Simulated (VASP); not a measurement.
A run of VASP 6.6.1:

The input INCAR:

```
ALGO = Normal
EDIFF = 1E-7
ENCUT = 520
GGA = PS
ISIF = 2
ISMEAR = 0
LASPH = True
LCHARG = False
LREAL = False
LWAVE = False
NBANDS = 15
NELM = 60
PREC = Accurate
SIGMA = 0.05
```

File KPOINTS:

```
k-points
0
Gamma
  6 6 6
```

Contents of POSCAR:

```
RbBr
1.0
    4.1788423624      0.0000000000      0.0000000000
    0.0000000000      4.1788423624      0.0000000000
    0.0000000000      0.0000000000      4.0701688540
Rb Br
1 1
Direct
   -0.0793829626      0.0000000000      0.0000000000
    0.5849104822      0.5000000000      0.5000000000
```

Potentials or basis: VASP PAW PBE potentials, release 64 (Rb_sv, Br).

The run is started by

```bash
$ cat potpaw_PBE.64/Rb_sv/POTCAR potpaw_PBE.64/Br/POTCAR > POTCAR
$ mpirun -np 1 vasp_std > vasp.out
```

Hardware: 1 thread of Intel(R) Xeon(R) 6975P-C (Granite Rapids) (shared host).

Question: Estimate the wall time of this run.

Answer: Wall time 21 s on 1 thread of Intel(R) Xeon(R) 6975P-C (Granite Rapids) (shared host), peak memory 0.22 GiB. Counts: scf iterations 14, k points 64.
